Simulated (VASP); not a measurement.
Runs of VASP 6.6.1 on Pr. The structure is that of space group Fm-3m (No. 225), or close to it. The cells are those of the table. 

```tsv
level	cell	k mesh	smearing	gap on the mesh (eV)	pressure (GPa)
PBE	a = 3.176 Å, angles 60.0°, 1 atom	41 × 41 × 41	fermi-dirac 0.0612256 eV	none	2.9
r2SCAN	a = 3.253 Å, angles 60.0°, 1 atom	13 × 13 × 13	fermi-dirac 0.1 eV	none	(a)
r2SCAN	a = 3.153 Å, angles 60.0°, 1 atom	13 × 13 × 13	fermi-dirac 0.1 eV	none	2.9
r2SCAN	a = 3.187 Å, angles 60.0°, 1 atom	13 × 13 × 13	fermi-dirac 0.1 eV	none	1.8
r2SCAN	a = 3.220 Å, angles 60.0°, 1 atom	13 × 13 × 13	fermi-dirac 0.1 eV	none	0.9
r2SCAN	a = 3.285 Å, angles 60.0°, 1 atom	13 × 13 × 13	fermi-dirac 0.1 eV	none	-0.5
```

Alike in all rows: task single point; potentials or basis VASP PAW PBE potentials, release 64 (Pr); no spin polarisation; cutoff (eV) 520.

Q: Fill in the values left out.

A: (a) 0.3.

Caveats: spin-orbit coupling is left out, which moves the levels of the heavy elements; the PAW data sets were made with another functional, which shifts forces and pressure a little (some runs).

A k mesh can miss the band edges, and the runs leave out spin-orbit coupling on Pr.

A gap of «none» marks levels without a gap at the run's occupations.
